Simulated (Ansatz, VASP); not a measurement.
# One calculation of Hf3B, two programs

```xyz
8
Lattice="5.4976 0.0000 0.0000 0.0000 5.4976 0.0000 0.0000 0.0000 3.9345" Properties=species:S:1:pos:R:3 pbc="T T T"
Hf    1.3744    4.1232    0.0000
Hf    4.1232    1.3744    0.0000
Hf    4.1232    4.1232    0.0000
Hf    1.3744    1.3744    0.0000
Hf    2.7488    0.0000    1.9794
Hf    0.0000    2.7488    1.9552
B     0.0000    0.0000    0.0000
B     2.7488    2.7488    0.0000
```

Alike in both runs: task single point; functional PBE; k mesh 4 × 4 × 4; occupations gaussian, width 0.1 eV; no spin polarisation.

|  | VASP | Ansatz |
| --- | --- | --- |
| version | VASP 6.6.1 | Ansatz 0.2.0 |
| potentials or method | VASP PAW PBE potentials, release 64 (Hf_pv, B), cutoff 520 eV | scalar-relativistic, plane waves, PAW |
| valence electrons in the cell | 66 | 162 |

Ansatz gave:

* gap on the k mesh at the Fermi level (eV): none
* rms of the force components (eV/Å): 0.060

Q: What did VASP give for the same quantities?

A: gap on the k mesh at the Fermi level (eV): none; rms of the force components (eV/Å): 0.059.

Atom by atom the forces differ by 0.001 eV/Å (rms over components). A gap of «none» marks a metal or a gap that the smearing closes. VASP's potentials hold 66 valence electrons a cell and Ansatz's 162, so a difference there can come from the potentials and not from the codes.

The k mesh is coarse, so the values compare programs but aren't converged. Spin-orbit coupling is off throughout.
